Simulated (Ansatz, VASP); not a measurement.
**One calculation of Si2Sn, two programs**

```xyz
3
Lattice="0.0000 3.2921 3.2921 3.2921 0.0000 3.2921 3.2921 3.2921 0.0000" Properties=species:S:1:pos:R:3 pbc="T T T"
Si    1.6460    1.6460    1.6460
Si    4.9381    4.9381    4.9381
Sn    0.0000    0.0000    0.0000
```

Change from the starting cell: species swapped into the In2Pt type (Fm-3m, No. 225).

Alike in both runs: functional PBE; k mesh 6 × 6 × 6; occupations gaussian, width 0.2 eV; no spin polarisation.

Ansatz relaxed the structure, and its values are those at the end. VASP's run is a single point on that final structure, the one shown.

```csv
,VASP,Ansatz
version,VASP 6.6.1,Ansatz 0.2.0
potentials or method,"VASP PAW PBE potentials, release 64 (Si, Sn_d), cutoff 500 eV","scalar-relativistic, plane waves, PAW"
valence electrons in the cell,22,22
```

|  | VASP | Ansatz | Ansatz less VASP |
| --- | --- | --- | --- |
| gap on the k mesh at the Fermi level (eV) | none | none | - |
| pressure (GPa) | -0.1 | -0.1 | +0.02 |

A gap of «none» marks a metal or a gap that the smearing closes. With one functional, cell and mesh, what is left measures potentials, basis and numerics.
